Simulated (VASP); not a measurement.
Here is a VASP 6.6.1 calculation.

Contents of POSCAR:

```
AlNi
1.0
    2.9375045414      0.0000000000      0.0000000000
    0.0000000000      2.9375045414      0.0000000000
    0.0000000000      0.0000000000      2.9375045414
Ni Al
1 1
Direct
    0.5000000000      0.5000000000      0.5000000000
    0.0000000000      0.0000000000      0.0000000000
```

INCAR.step1

```
PREC = Accurate ; ENCUT = 520
ISMEAR = -1 ; SIGMA = 0.05
LREAL = False ; LASPH = True
NELM = 150 ; ISPIN = 2
MAGMOM = 1 0 ; LMAXMIX = 4
NBANDS = 18 ; GGA = PE
ALGO = Normal ; EDIFF = 1E-4
LWAVE = True ; LCHARG = False
```

File INCAR.step2:

```
PREC = Accurate ; ENCUT = 520
EDIFF = 1E-7 ; ISMEAR = -1
SIGMA = 0.05 ; LREAL = False
LASPH = True ; NELM = 150
ALGO = Normal ; ISIF = 2
LWAVE = False ; LCHARG = False
ISPIN = 2 ; MAGMOM = 1 0
LORBIT = 11 ; LMAXMIX = 4
METAGGA = R2SCAN ; LMIXTAU = True
NBANDS = 18 ; ISTART = 1
```

KPOINTS

```
Automatic mesh
0
Gamma
  9 9 9
```

Potentials or basis: VASP PAW PBE potentials, release 64 (Ni, Al).

The run is started by

```bash
$ cat potpaw_PBE.64/Ni/POTCAR potpaw_PBE.64/Al/POTCAR > POTCAR
$ cp INCAR.step1 INCAR
$ mpirun -np 1 vasp_std > vasp.out
$ cp INCAR.step2 INCAR
$ mpirun -np 1 vasp_std > vasp.out
```

Task: Estimate the pressure.

Result: -11.8 GPa.

Task: Predict the net moment.

Result: 0.00 μB per cell.

Caveat: the PAW data sets were made with another functional, which shifts forces and pressure a little.
